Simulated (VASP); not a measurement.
# Ta (Fm-3m) in VASP: notebook, part 2 of 2

VASP 6.6.1.

### Step 3. Electric field gradients, r2SCAN (17.70 Å³/atom)

This run uses another cell than the first one, of 17.70 Å³/atom.

The input, POSCAR:

```
Ta
1.0
    0.0000000000      2.0683763549      2.0683763549
    2.0683763549      0.0000000000      2.0683763549
    2.0683763549      2.0683763549      0.0000000000
Ta
1
Direct
    0.0000000000      0.0000000000      0.0000000000
```

The input, INCAR.step1:

```
ALGO = Normal ; EDIFF = 1E-4
ENCUT = 520 ; GGA = PE
ISMEAR = -1 ; LASPH = True
LCHARG = False ; LREAL = False
LWAVE = True ; NBANDS = 12
NELM = 60 ; PREC = Accurate
SIGMA = 0.08
```

The input, INCAR.step2:

```
ALGO = Normal ; EDIFF = 1E-8
ENCUT = 520 ; ISIF = 2
ISMEAR = -1 ; ISTART = 1
LASPH = True ; LCHARG = False
LEFG = True ; LMIXTAU = True
LREAL = False ; LWAVE = False
METAGGA = R2SCAN ; NBANDS = 12
NELM = 60 ; PREC = Accurate
SIGMA = 0.08
```

The input, KPOINTS:

```
k-points
0
Gamma
  14 14 14
```

Potentials or basis: VASP PAW PBE potentials, release 64 (Ta_pv).

Command:

```
$ cat potpaw_PBE.64/Ta_pv/POTCAR > POTCAR
$ cp INCAR.step1 INCAR
$ mpirun -np 1 vasp_std > vasp.out
$ cp INCAR.step2 INCAR
$ mpirun -np 1 vasp_std > vasp.out
```

OUTCAR:

```text
EDIFF = 1E-8
   ENCUT = 520
   ISIF = 2
   ISMEAR = -1
   ISTART = 1
   LASPH = True
   LREAL = False
   METAGGA = R2SCAN
   NELM = 60
   PREC = Accurate

 ion  position               nearest neighbor table
   1  0.000  0.000  0.000-

  LATTYP: Found a face centered cubic cell.
 ALAT       =     4.1367527098

  Lattice vectors:

 A1 = (   0.0000000000,   2.0683763549,   2.0683763549)
 A2 = (   2.0683763549,   0.0000000000,   2.0683763549)
 A3 = (   2.0683763549,   2.0683763549,   0.0000000000)

Analysis of symmetry for initial positions (statically):
=====================================================================
 Subroutine PRICEL returns:
 Original cell was already a primitive cell.

 Routine SETGRP: Setting up the symmetry group for a
 face centered cubic supercell.

 Subroutine GETGRP returns: Found 48 space group operations
 (whereof 48 operations were pure point group operations)
 out of a pool of 48 trial point group operations.

The static configuration has the point symmetry O_h .

Analysis of symmetry for dynamics (positions and initial velocities):
=====================================================================
 Subroutine PRICEL returns:
 Original cell was already a primitive cell.

 Routine SETGRP: Setting up the symmetry group for a
 face centered cubic supercell.

 Subroutine GETGRP returns: Found 48 space group operations
 (whereof 48 operations were pure point group operations)
 out of a pool of 48 trial point group operations.

The dynamic configuration has the point symmetry O_h .

 Subroutine INISYM returns: Found 48 space group operations
 (whereof 48 operations are pure point group operations),
 and found     1 'primitive' translations

----------------------------------------------------------------------------------------

                                     Primitive cell

  volume of cell :      17.6978

  direct lattice vectors                    reciprocal lattice vectors
     0.000000000  2.068376355  2.068376355    -0.241735504  0.241735504  0.241735504
     2.068376355  0.000000000  2.068376355     0.241735504 -0.241735504  0.241735504
     2.068376355  2.068376355  0.000000000     0.241735504  0.241735504 -0.241735504

  length of vectors
     2.925125893  2.925125893  2.925125893     0.418698174  0.418698174  0.418698174

  position of ions in fractional coordinates (direct lattice)
     0.000000000  0.000000000  0.000000000

  ion indices of the primitive-cell ions
   primitive index   ion index
                 1           1

----------------------------------------------------------------------------------------

 KPOINTS: k-points

Automatic generation of k-mesh.
 Grid dimensions read from file:
 generate k-points for:   14   14   14

 Generating k-lattice:
[... 71 lines left out ...]
   TEBEG  =    0.0;   TEEND  =   0.0 temperature during run
   PSTRESS=    0.0 pullay stress
   NELECT =      11.0000    total number of electrons
   NUPDOWN=      -1.0000    fix difference up-down
   EMIN   =  10.00;   EMAX   =-10.00  energy-range for DOS
   EFERMI =   0.00;   METHOD = LEGACY
   ISMEAR =    -1;   SIGMA  =   0.08  broadening in eV -4-tet -1-fermi 0-gaus
   EFERMI_NEDOS =   21; number of points for ismear=-14 and -15
   IALGO  =     38    algorithm
   IMIX   =      4    mixing-type and parameters
     AMIX     =   0.40;   BMIX     =  1.00
     AMIX_MAG =   1.60;   BMIX_MAG =  1.00
  volume/ion in A,a.u.               =      17.70       119.43
  Fermi-wavevector in a.u.,A,eV,Ry     =   1.397117  2.640169 26.557707  1.951936
  Thomas-Fermi vector in A             =   2.520405
   LORBIT       =      0    0 simple, 1 ext, 2 COOP (PROOUT), +10 PAW based schemes
   METAGGA = R2SCAN    functional components
   LHFCALC =     F    Hartree Fock is set to
   AEXX    =    0.0000 exact exchange contribution
   IVDW    =     0    specifies the selected vdW correction
   LEPSILON=     F    determine dielectric tensor
   LRPA    =     F    only Hartree local field effects (RPA)
 non-spin polarized calculation
  energy-cutoff  :      520.00
  volume of cell :       17.70
 maximum number of plane-waves:       531
 NGX is ok and might be reduce to    24
   NGX = 11   NGY = 11   NGZ = 11

 number of electron      11.0000000 magnetization

 Free energy of the ion-electron system (eV)
  ---------------------------------------------------
  ext. energy  EPLUGINS =         0.00000000
  ---------------------------------------------------
  free energy    TOTEN  =       -48.31668598 eV

  energy without entropy =      -48.29489844  energy(sigma->0) =      -48.30579221

 E-fermi :   5.9135     XC(G=0): -13.8673

 val. band max:        5.9098823553   @ k =   0.3571   0.2143   0.0000
 cond. band min:       5.9621550498   @ k =   0.5000   0.2857   0.0000
 fundamental gap:      0.0522726945
 Fermi energy:         5.9135292569

 k-point     1 :       0.0000    0.0000    0.0000
  band No.  band energies     occupation
      1     -28.6929      2.00000
      2     -28.6929      2.00000
      3     -28.6929      2.00000
      4      -2.9230      2.00000
      5       6.3816      0.00574
      6       6.3816      0.00574
      7       6.3816      0.00574
      8       9.8874      0.00000
      9       9.8874      0.00000
     10      17.5831      0.00000
     11      19.0796      0.00000
     12      24.6705      0.00000
[... 331 lines left out ...]
 k-point    24 :       0.2857    0.1429    0.0000
  band No.  band energies     occupation
      1     -29.3609      2.00000
      2     -28.8688      2.00000
      3     -28.8565      2.00000
      4      -0.1129      2.00000
      5       4.3890      2.00000
      6       6.5669      0.00057
      7       7.5941      0.00000
      8       9.0188      0.00000
      9      10.9475      0.00000
     10      17.5821      0.00000
     11      21.0064      0.00000
     12      24.2434      0.00000

 [... further k-points ...]

------------------------ aborting loop because EDIFF is reached ----------------------------------------

  FORCE on cell =-STRESS in cart. coord.  units (eV):
  Direction    XX          YY          ZZ          XY          YZ          ZX
  --------------------------------------------------------------------------------------
  -------------------------------------------------------------------------------------
  Total        1.3007073      1.3007073      1.3007073      0.0000000     -0.0000000      0.0000000
  in kB      117.7528608    117.7528608    117.7528608      0.0000000     -0.0000000      0.0000000
  external PRESSURE =     117.7528608 kB  Pullay stress =       0.0000000 kB

 VOLUME and BASIS-vectors are now :
 -----------------------------------------------------------------------------
  energy-cutoff  :      520.00
  volume of cell :       17.70
      direct lattice vectors                 reciprocal lattice vectors
     0.000000000  2.068376355  2.068376355    -0.241735504  0.241735504  0.241735504
     2.068376355  0.000000000  2.068376355     0.241735504 -0.241735504  0.241735504
     2.068376355  2.068376355  0.000000000     0.241735504  0.241735504 -0.241735504

 POSITION                                       TOTAL-FORCE (eV/Angst)
 -----------------------------------------------------------------------------------
      0.00000      0.00000      0.00000         0.000000      0.000000      0.000000
 -----------------------------------------------------------------------------------
    total drift:                                0.000000      0.000000      0.000000

  FREE ENERGIE OF THE ION-ELECTRON SYSTEM (eV)
  ---------------------------------------------------
  free  energy   TOTEN  =       -48.3166859816 eV

  energy  without entropy=      -48.2948984356  energy(sigma->0) =      -48.30579221

 Electric field gradients (V/A^2)
---------------------------------------------------------------------
 ion       V_xx      V_yy      V_zz      V_xy      V_xz      V_yz
---------------------------------------------------------------------
   1      -0.000     0.000    -0.000    -0.000    -0.000    -0.000
---------------------------------------------------------------------

 Electric field gradients after diagonalization (V/A^2)
 (convention: |V_zz| > |V_xx| > |V_yy|)
----------------------------------------------------------------------
 ion       V_xx      V_yy      V_zz     asymmetry (V_yy - V_xx)/ V_zz
----------------------------------------------------------------------
   1       0.000     0.000    -0.000       0.000
----------------------------------------------------------------------

           NMR quadrupolar parameters

 Cq : quadrupolar parameter    Cq=e*Q*V_zz/h
 eta: asymmetry parameters     (V_yy - V_xx)/ V_zz
 Q  : nuclear electric quadrupole moment in mb (millibarn)
----------------------------------------------------------------------
 ion       Cq(MHz)       eta       Q (mb)
----------------------------------------------------------------------
   1      -0.000       0.000       1.000
----------------------------------------------------------------------
```

Wall time 74 s (1 thread of AMD EPYC 9R45 (Zen 5), shared host); peak memory 0.13 GiB.

Results:

- Free energy: -48.3167 eV
- Pressure: 11.8 GPa
- Band gap on the k mesh: zero (an odd number of electrons rules out a gap without spin polarisation)
- Largest electric field gradient by atom: under 0.05 V/Å² on every atom

Caveat: the cell stands under pressure; the PAW data sets were made with another functional, which shifts forces and pressure a little; spin-orbit coupling is left out, which moves the levels of the heavy elements.

### Step 4. Electric field gradients, r2SCAN

This run uses another cell than the first one, of 18.15 Å³/atom.

The input, POSCAR:

```
Ta
1.0
    0.0000000000      2.0859058039      2.0859058039
    2.0859058039      0.0000000000      2.0859058039
    2.0859058039      2.0859058039      0.0000000000
Ta
1
Direct
    0.0000000000      0.0000000000      0.0000000000
```

The input, INCAR.step1:

```
PREC = Accurate
ENCUT = 520
ISMEAR = -1
SIGMA = 0.08
LREAL = F
LASPH = T
NELM = 80
NBANDS = 12
GGA = PE
ALGO = Normal
EDIFF = 1E-4
LWAVE = T
LCHARG = F
```

The input, INCAR.step2:

```
PREC = Accurate
ENCUT = 520
EDIFF = 1E-8
ISMEAR = -1
SIGMA = 0.08
LREAL = F
LASPH = T
NELM = 80
ALGO = Normal
ISIF = 2
LWAVE = F
LCHARG = F
METAGGA = R2SCAN
LMIXTAU = T
LEFG = T
NBANDS = 12
ISTART = 1
```

The input, KPOINTS:

```
regular mesh
0
Gamma
  14 14 14
```

Potentials or basis: VASP PAW PBE potentials, release 64 (Ta_pv).

Command:

```
$ cat potpaw_PBE.64/Ta_pv/POTCAR > POTCAR
$ cp INCAR.step1 INCAR
$ mpirun -np 1 vasp_std > vasp.out
$ cp INCAR.step2 INCAR
$ mpirun -np 1 vasp_std > vasp.out
```

OUTCAR:

```text
PREC = Accurate
   ENCUT = 520
   EDIFF = 1E-8
   ISMEAR = -1
   LREAL = F
   LASPH = T
   NELM = 80
   ISIF = 2
   METAGGA = R2SCAN
   ISTART = 1

 ion  position               nearest neighbor table
   1  0.000  0.000  0.000-

  LATTYP: Found a face centered cubic cell.
 ALAT       =     4.1718116078

  Lattice vectors:

 A1 = (   0.0000000000,   2.0859058039,   2.0859058039)
 A2 = (   2.0859058039,   0.0000000000,   2.0859058039)
 A3 = (   2.0859058039,   2.0859058039,   0.0000000000)

Analysis of symmetry for initial positions (statically):
=====================================================================
 Subroutine PRICEL returns:
 Original cell was already a primitive cell.

 Routine SETGRP: Setting up the symmetry group for a
[... 542 lines left out ...]
  in kB       59.4502601     59.4502601     59.4502601      0.0000000      0.0000000      0.0000000
  external PRESSURE =      59.4502601 kB  Pullay stress =       0.0000000 kB

 VOLUME and BASIS-vectors are now :
 -----------------------------------------------------------------------------
  energy-cutoff  :      520.00
  volume of cell :       18.15
      direct lattice vectors                 reciprocal lattice vectors
     0.000000000  2.085905804  2.085905804    -0.239704017  0.239704017  0.239704017
     2.085905804  0.000000000  2.085905804     0.239704017 -0.239704017  0.239704017
     2.085905804  2.085905804  0.000000000     0.239704017  0.239704017 -0.239704017

 POSITION                                       TOTAL-FORCE (eV/Angst)
 -----------------------------------------------------------------------------------
      0.00000      0.00000      0.00000         0.000000      0.000000     -0.000000
 -----------------------------------------------------------------------------------
    total drift:                                0.000000     -0.000000     -0.000000

  FREE ENERGIE OF THE ION-ELECTRON SYSTEM (eV)
  ---------------------------------------------------
  free  energy   TOTEN  =       -48.3416992752 eV

  energy  without entropy=      -48.3193927302  energy(sigma->0) =      -48.33054600

 Electric field gradients (V/A^2)
---------------------------------------------------------------------
 ion       V_xx      V_yy      V_zz      V_xy      V_xz      V_yz
---------------------------------------------------------------------
   1      -0.000    -0.000    -0.000    -0.000    -0.000    -0.000
---------------------------------------------------------------------

 Electric field gradients after diagonalization (V/A^2)
 (convention: |V_zz| > |V_xx| > |V_yy|)
----------------------------------------------------------------------
 ion       V_xx      V_yy      V_zz     asymmetry (V_yy - V_xx)/ V_zz
----------------------------------------------------------------------
   1       0.000     0.000    -0.000       0.000
----------------------------------------------------------------------

           NMR quadrupolar parameters

 Cq : quadrupolar parameter    Cq=e*Q*V_zz/h
 eta: asymmetry parameters     (V_yy - V_xx)/ V_zz
 Q  : nuclear electric quadrupole moment in mb (millibarn)
----------------------------------------------------------------------
 ion       Cq(MHz)       eta       Q (mb)
----------------------------------------------------------------------
   1      -0.000       0.000       1.000
----------------------------------------------------------------------
```

OUTCAR.step1:

```text
PREC = Accurate
   ENCUT = 520
   ISMEAR = -1
   LREAL = F
   LASPH = T
   NELM = 80
[... 574 lines left out ...]

 POSITION                                       TOTAL-FORCE (eV/Angst)
 -----------------------------------------------------------------------------------
      0.00000      0.00000      0.00000         0.000000     -0.000000      0.000000
 -----------------------------------------------------------------------------------
    total drift:                               -0.000000     -0.000000     -0.000000

  FREE ENERGIE OF THE ION-ELECTRON SYSTEM (eV)
  ---------------------------------------------------
  free  energy   TOTEN  =       -11.5698231331 eV

  energy  without entropy=      -11.5445547669  energy(sigma->0) =      -11.55718895
```

OSZICAR.step1:

```text
N       E                     dE             d eps       ncg     rms          rms(c)
DAV:   1     0.613385223499E+02    0.61339E+02   -0.60600E+03  2496   0.874E+02
DAV:   2    -0.110225075649E+02   -0.72361E+02   -0.70668E+02  2788   0.247E+02
DAV:   3    -0.120441014414E+02   -0.10216E+01   -0.10160E+01  2980   0.277E+01
DAV:   4    -0.120468181132E+02   -0.27167E-02   -0.27165E-02  2752   0.159E+00
DAV:   5    -0.120468270969E+02   -0.89837E-05   -0.89844E-05  2840   0.875E-02    0.130E+01
DAV:   6    -0.116853956501E+02    0.36143E+00   -0.28774E-01  2936   0.583E+00    0.639E+00
DAV:   7    -0.115712376205E+02    0.11416E+00   -0.32703E-01  2876   0.542E+00    0.356E-01
DAV:   8    -0.115699905937E+02    0.12470E-02   -0.93484E-03  2760   0.869E-01    0.254E-01
DAV:   9    -0.115698292909E+02    0.16130E-03   -0.38789E-04  2880   0.204E-01    0.271E-02
DAV:  10    -0.115698231331E+02    0.61578E-05   -0.88978E-06  1420   0.307E-02
   1 F= -.11569823E+02 E0= -.11557189E+02  d E =-.252684E-01
```

It took 75 s on 1 thread of AMD EPYC 9R45 (Zen 5), shared host; peak memory 0.13 GiB.

What came out:

| Item | Value |
| --- | --- |
| Free energy | -48.3417 eV |
| Pressure | 5.9 GPa |
| Band gap on the k mesh | zero (an odd number of electrons rules out a gap without spin polarisation) |
| Largest electric field gradient by atom | under 0.05 V/Å² on every atom |

Caveat: the cell stands under pressure; the PAW data sets were made with another functional, which shifts forces and pressure a little; spin-orbit coupling is left out, which moves the levels of the heavy elements.

### Step 5. The runs side by side

```csv
cell,smearing,gap on the mesh (eV),pressure (GPa)
"a = 2.900 Å, angles 60.0°, 1 atom",fermi-dirac 0.005 eV,none,18.5
"a = 2.925 Å, angles 60.0°, 1 atom",fermi-dirac 0.08 eV,none,11.8
"a = 2.950 Å, angles 60.0°, 1 atom",fermi-dirac 0.08 eV,none,5.9
```

Alike in all rows: task electric field gradients; level r2SCAN; potentials or basis VASP PAW PBE potentials, release 64 (Ta_pv); no spin polarisation; k mesh 14 × 14 × 14; cutoff (eV) 520.

Caveats: the cell stands under pressure; the PAW data sets were made with another functional, which shifts forces and pressure a little; spin-orbit coupling is left out, which moves the levels of the heavy elements.

Total energies depend on the potentials used, so only differences within one code and one set of settings carry meaning.

The gap in the log of VASP goes by the Fermi energy; the results here count the filled bands.